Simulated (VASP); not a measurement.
# Si5Ge (P4/mmm) in VASP: single point with PBE

Aim: the single point of Si5Ge with PBE.

Program: VASP 6.6.1. These are calculated values, not measurements. Logs are shortened: lines on timing, memory, paths and dates and some standing lists are left out, and cuts for length are marked.

**1. The cell of the first run**

It takes space group P4/mmm (No. 123, tetragonal). Conventional cell: a = 5.692 Å, b = 5.692 Å, c = 4.836 Å, α = 90.00°, β = 90.00°, γ = 90.00°. Si (site symmetry m2m) has 3 Si at 2.31 to 2.39 Å within 3.1 Å. Si (site symmetry 4/mmm) has 4 Si at 2.39 Å and 2 Ge at 2.42 Å within 3.2 Å. Ge (site symmetry 4/mmm) has 2 Si at 2.42 Å within 3.2 Å.

**2. Single point, PBE**

POSCAR

```
Si5Ge
1.0
    5.6919780352      0.0000000000      0.0000000000
    0.0000000000      5.6919780352      0.0000000000
    0.0000000000      0.0000000000      4.8359790927
Si Ge
5 1
Direct
    0.7028676134      0.2971323866      0.5000000000
    0.2971323866      0.7028676134      0.5000000000
    0.7028676134      0.7028676134      0.5000000000
    0.2971323866      0.2971323866      0.5000000000
    0.0000000000      0.0000000000      0.5000000000
    0.0000000000      0.0000000000      0.0000000000
```

INCAR.step1

```
ALGO = Fast
EDIFF = 1E-6
ENCUT = 520
GGA = PE
ISIF = 2
ISMEAR = 0
LASPH = T
LCHARG = T
LREAL = F
LWAVE = F
NBANDS = 26
NELM = 60
PREC = Accurate
SIGMA = 0.1
```

KPOINTS.step1

```
k-points
0
Gamma
  8 8 8
```

INCAR.step2

```
ALGO = Fast
EDIFF = 1E-6
ENCUT = 520
GGA = PE
ICHARG = 11
ISIF = 2
ISMEAR = -5
LASPH = T
LCHARG = F
LORBIT = 10
LREAL = F
LWAVE = F
NBANDS = 26
NEDOS = 1001
NELM = 60
PREC = Accurate
SIGMA = 0.1
```

KPOINTS.step2

```
k-points
0
Gamma
  12 12 12
```

Potentials or basis: VASP PAW PBE potentials, release 64 (Si, Ge_d).

Launch:

```
$ cat potpaw_PBE.64/Si/POTCAR potpaw_PBE.64/Ge_d/POTCAR > POTCAR
$ cp INCAR.step1 INCAR
$ cp KPOINTS.step1 KPOINTS
$ mpirun -np 1 vasp_std > vasp.out
$ cp INCAR.step2 INCAR
$ cp KPOINTS.step2 KPOINTS
$ mpirun -np 1 vasp_std > vasp.out
```

OUTCAR:

```text
EDIFF = 1E-6
   ENCUT = 520
   GGA = PE
   ICHARG = 11
   ISIF = 2
   ISMEAR = -5
   LASPH = T
   LORBIT = 10
   LREAL = F
   NELM = 60
   PREC = Accurate

 ion  position               nearest neighbor table
   1  0.703  0.297  0.500-   3 2.31   4 2.31   5 2.39
   2  0.297  0.703  0.500-   3 2.31   4 2.31   5 2.39
   3  0.703  0.703  0.500-   1 2.31   2 2.31   5 2.39
   4  0.297  0.297  0.500-   1 2.31   2 2.31   5 2.39
   5  0.000  0.000  0.500-   1 2.39   2 2.39   3 2.39   4 2.39   6 2.42   6 2.42
   6  0.000  0.000  0.000-   5 2.42   5 2.42

  LATTYP: Found a simple tetragonal cell.
 ALAT       =     5.6919780352
 C/A-ratio  =     0.8496130981

  Lattice vectors:

 A1 = (   5.6919780352,   0.0000000000,   0.0000000000)
 A2 = (   0.0000000000,   5.6919780352,   0.0000000000)
 A3 = (   0.0000000000,   0.0000000000,   4.8359790927)

Analysis of symmetry for initial positions (statically):
=====================================================================
 Subroutine PRICEL returns:
 Original cell was already a primitive cell.

 Routine SETGRP: Setting up the symmetry group for a
 simple tetragonal supercell.

 Subroutine GETGRP returns: Found 16 space group operations
 (whereof 16 operations were pure point group operations)
 out of a pool of 16 trial point group operations.

The static configuration has the point symmetry D_4h.

Analysis of symmetry for dynamics (positions and initial velocities):
=====================================================================
 Subroutine PRICEL returns:
 Original cell was already a primitive cell.

 Routine SETGRP: Setting up the symmetry group for a
 simple tetragonal supercell.

 Subroutine GETGRP returns: Found 16 space group operations
 (whereof 16 operations were pure point group operations)
 out of a pool of 16 trial point group operations.

The dynamic configuration has the point symmetry D_4h.

 Subroutine INISYM returns: Found 16 space group operations
 (whereof 16 operations are pure point group operations),
 and found     1 'primitive' translations

----------------------------------------------------------------------------------------

                                     Primitive cell

  volume of cell :     156.6790

  direct lattice vectors                    reciprocal lattice vectors
     5.691978035  0.000000000  0.000000000     0.175685850  0.000000000  0.000000000
     0.000000000  5.691978035  0.000000000     0.000000000  0.175685850  0.000000000
     0.000000000  0.000000000  4.835979093     0.000000000  0.000000000  0.206783359

  length of vectors
     5.691978035  5.691978035  4.835979093     0.175685850  0.175685850  0.206783359

  position of ions in fractional coordinates (direct lattice)
     0.702867613  0.297132387  0.500000000
     0.297132387  0.702867613  0.500000000
     0.702867613  0.702867613  0.500000000
     0.297132387  0.297132387  0.500000000
     0.000000000  0.000000000  0.500000000
     0.000000000  0.000000000  0.000000000

  ion indices of the primitive-cell ions
   primitive index   ion index
                 1           1
                 2           2
                 3           3
                 4           4
                 5           5
                 6           6

----------------------------------------------------------------------------------------

 KPOINTS: k-points

Automatic generation of k-mesh.
 Grid dimensions read from file:
 generate k-points for:   12   12   12

 Generating k-lattice:

  Cartesian coordinates                     Fractional coordinates (reciprocal lattice)
     0.014640488  0.000000000  0.000000000     0.083333333  0.000000000  0.000000000
     0.000000000  0.014640488  0.000000000     0.000000000  0.083333333  0.000000000
     0.000000000  0.000000000  0.017231947     0.000000000  0.000000000  0.083333333

  Length of vectors
     0.014640488  0.014640488  0.017231947

  Shift w.r.t. Gamma in fractional coordinates (k-lattice)
     0.000000000  0.000000000  0.000000000

 TETIRR: Found   2592 inequivalent tetrahedra from    10368

 Subroutine IBZKPT returns following result:
 ===========================================

 Found    196 irreducible k-points:

 Following reciprocal coordinates:
            Coordinates               Weight
  0.000000  0.000000  0.000000      1.000000
  0.083333  0.000000  0.000000      4.000000
  0.166667  0.000000  0.000000      4.000000
  0.250000  0.000000  0.000000      4.000000
  0.333333  0.000000  0.000000      4.000000
  0.416667  0.000000  0.000000      4.000000
[... 16 lines left out ...]
  0.333333  0.333333  0.000000      4.000000
  0.416667  0.333333  0.000000      8.000000
 [... further k-points ...]
   k-points           NKPTS =    196   k-points in BZ     NKDIM =    196   number of bands    NBANDS=     26
   number of dos      NEDOS =   1001   number of ions     NIONS =      6
   total plane-waves  NPLWV =  63504
   dimension x,y,z NGX =    42 NGY =   42 NGZ =   36
   dimension x,y,z NGXF=    84 NGYF=   84 NGZF=   72
   ions per type =               5   1
   NGX,Y,Z   is equivalent  to a cutoff of  12.27, 12.27, 12.38 a.u.
   NGXF,Y,Z  is equivalent  to a cutoff of  24.53, 24.53, 24.75 a.u.
 SYSTEM =  unknown system
   PREC   = accura    normal or accurate (medium, high low for compatibility)
   ISTART =      0    job   : 0-new  1-cont  2-samecut
   ICHARG =     11    charge: 1-file 2-atom 10-const
   ISPIN  =      1    spin polarized calculation?
   LNONCOLLINEAR =      F non collinear calculations
   LSORBIT =      F    spin-orbit coupling
   LASPH  =      T    aspherical Exc in radial PAW
   ENCUT  =  520.0 eV  38.22 Ry    6.18 a.u.  10.58 10.58  8.99*2*pi/ulx,y,z
   NELM   =     60;   NELMIN=  2; NELMDL=  0     # of ELM steps
   EDIFF  = 0.1E-05   stopping-criterion for ELM
   LREAL  =      F    real-space projection
   EDIFFG = 0.1E-04   stopping-criterion for IOM
   NSW    =      0    number of steps for IOM
   IBRION =     -1    ionic relax: 0-MD 1-quasi-New 2-CG
   NFREE  =      0    steps in history (QN), initial steepest desc. (CG)
   ISIF   =      2    stress and relaxation
   ISYM   =      2    0-nonsym 1-usesym 2-fastsym
   POTIM  = 0.5000    time-step for ionic-motion
   TEBEG  =    0.0;   TEEND  =   0.0 temperature during run
   PSTRESS=    0.0 pullay stress
   NELECT =      34.0000    total number of electrons
   NUPDOWN=      -1.0000    fix difference up-down
   EMIN   =  10.00;   EMAX   =-10.00  energy-range for DOS
   EFERMI =   0.00;   METHOD = LEGACY
   ISMEAR =    -5;   SIGMA  =   0.10  broadening in eV -4-tet -1-fermi 0-gaus
   EFERMI_NEDOS =   21; number of points for ismear=-14 and -15
   IALGO  =     68    algorithm
   IMIX   =      4    mixing-type and parameters
     AMIX     =   0.40;   BMIX     =  1.00
     AMIX_MAG =   1.60;   BMIX_MAG =  1.00
  volume/ion in A,a.u.               =      26.11       176.22
  Fermi-wavevector in a.u.,A,eV,Ry     =   0.983779  1.859073 13.168004  0.967821
  Thomas-Fermi vector in A             =   2.114962
   LORBIT       =     10    0 simple, 1 ext, 2 COOP (PROOUT), +10 PAW based schemes
   GGA     = PE    functional components
   LHFCALC =     F    Hartree Fock is set to
   AEXX    =    0.0000 exact exchange contribution
   IVDW    =     0    specifies the selected vdW correction
   LEPSILON=     F    determine dielectric tensor
   LRPA    =     F    only Hartree local field effects (RPA)
 non-spin polarized calculation
 RMM-DIIS sequential band-by-band and
 Fermi weights with tetrahedron method with Bloechl corrections
  energy-cutoff  :      520.00
  volume of cell :      156.68
 maximum number of plane-waves:      4256

 number of electron      33.9999970 magnetization

 Free energy of the ion-electron system (eV)
  ---------------------------------------------------
  ext. energy  EPLUGINS =         0.00000000
  ---------------------------------------------------
  free energy    TOTEN  =       -26.67567722 eV

  energy without entropy =      -26.67567722  energy(sigma->0) =      -26.67567722

 E-fermi :   3.6204     XC(G=0):  -8.3966

 val. band max:        3.7188424496   @ k =   0.5000   0.1667   0.4167
 cond. band min:       3.5706774596   @ k =   0.5000   0.2500   0.4167
 fundamental gap:     -0.1481649900
 Fermi energy:         3.6203594719

 k-point     1 :       0.0000    0.0000    0.0000
  band No.  band energies     occupation
      1     -21.2310      2.00000
      2     -21.2304      2.00000
      3     -21.1932      2.00000
      4     -21.1690      2.00000
      5     -21.1690      2.00000
      6      -8.3722      2.00000
[... 18 lines left out ...]
     25       8.9995      0.00000
     26       9.3418      0.00000

 k-point     2 :       0.0833    0.0000    0.0000
  band No.  band energies     occupation
      1     -21.2310      2.00000
      2     -21.2304      2.00000
      3     -21.1932      2.00000
      4     -21.1690      2.00000
      5     -21.1690      2.00000
      6      -8.3491      2.00000
[... 18 lines left out ...]
     25       9.0770      0.00000
     26       9.3090      0.00000

 k-point     3 :       0.1667    0.0000    0.0000
  band No.  band energies     occupation
      1     -21.2309      2.00000
      2     -21.2304      2.00000
      3     -21.1932      2.00000
      4     -21.1690      2.00000
      5     -21.1690      2.00000
      6      -8.2808      2.00000
[... 572 lines left out ...]
 k-point    23 :       0.3333    0.3333    0.0000
  band No.  band energies     occupation
      1     -21.2309      2.00000
      2     -21.2304      2.00000
      3     -21.1932      2.00000
      4     -21.1690      2.00000
      5     -21.1690      2.00000
      6      -7.7868      2.00000
[... 18 lines left out ...]
     25       7.5905      0.00000
     26       8.1786      0.00000

 k-point    24 :       0.4167    0.3333    0.0000
  band No.  band energies     occupation
      1     -21.2309      2.00000
      2     -21.2304      2.00000
      3     -21.1932      2.00000
      4     -21.1690      2.00000
      5     -21.1690      2.00000
      6      -7.7048      2.00000
[... 18 lines left out ...]
     25       7.5443      0.00000
     26       7.8340      0.00000

 [... further k-points ...]

------------------------ aborting loop because EDIFF is reached ----------------------------------------

  FORCE on cell =-STRESS in cart. coord.  units (eV):
  Direction    XX          YY          ZZ          XY          YZ          ZX
  --------------------------------------------------------------------------------------
  -------------------------------------------------------------------------------------
  Total       -0.0358690     -0.0358690      0.1484048      0.0000000     -0.0000000      0.0000000
  in kB       -0.3667908     -0.3667908      1.5175663      0.0000000     -0.0000000      0.0000000
  external PRESSURE =       0.2613282 kB  Pullay stress =       0.0000000 kB

 VOLUME and BASIS-vectors are now :
 -----------------------------------------------------------------------------
  energy-cutoff  :      520.00
  volume of cell :      156.68
      direct lattice vectors                 reciprocal lattice vectors
     5.691978035  0.000000000  0.000000000     0.175685850  0.000000000  0.000000000
     0.000000000  5.691978035  0.000000000     0.000000000  0.175685850  0.000000000
     0.000000000  0.000000000  4.835979093     0.000000000  0.000000000  0.206783359

 POSITION                                       TOTAL-FORCE (eV/Angst)
 -----------------------------------------------------------------------------------
      4.00071      1.69127      2.41799         0.021223     -0.021223     -0.000000
      1.69127      4.00071      2.41799        -0.021223      0.021223      0.000000
      4.00071      4.00071      2.41799         0.021223      0.021223      0.000000
      1.69127      1.69127      2.41799        -0.021223     -0.021223      0.000000
      0.00000      0.00000      2.41799         0.000000     -0.000000      0.000000
      0.00000      0.00000      0.00000         0.000000     -0.000000      0.000000
 -----------------------------------------------------------------------------------
    total drift:                               -0.000000      0.000000      0.000000

  FREE ENERGIE OF THE ION-ELECTRON SYSTEM (eV)
  ---------------------------------------------------
  free  energy   TOTEN  =       -26.6756772220 eV

  energy  without entropy=      -26.6756772220  energy(sigma->0) =      -26.67567722

 total charge

# of ion       s       p       d       tot
------------------------------------------
    1        0.817   0.819   0.000   1.636
    2        0.817   0.819   0.000   1.636
    3        0.817   0.819   0.000   1.636
    4        0.817   0.819   0.000   1.636
    5        0.738   0.868   0.000   1.606
    6        1.269   0.935   9.997  12.200
--------------------------------------------------
tot          5.276   5.079   9.997  20.351
```

It took 11 min on 1 thread of Oxide Virtual Turin-like, shared host; peak memory 0.68 GiB.

What came out:

```
Valence electrons inside the program's atomic spheres : Si 1.64, 1.61 (each value once); Ge 12.20
```
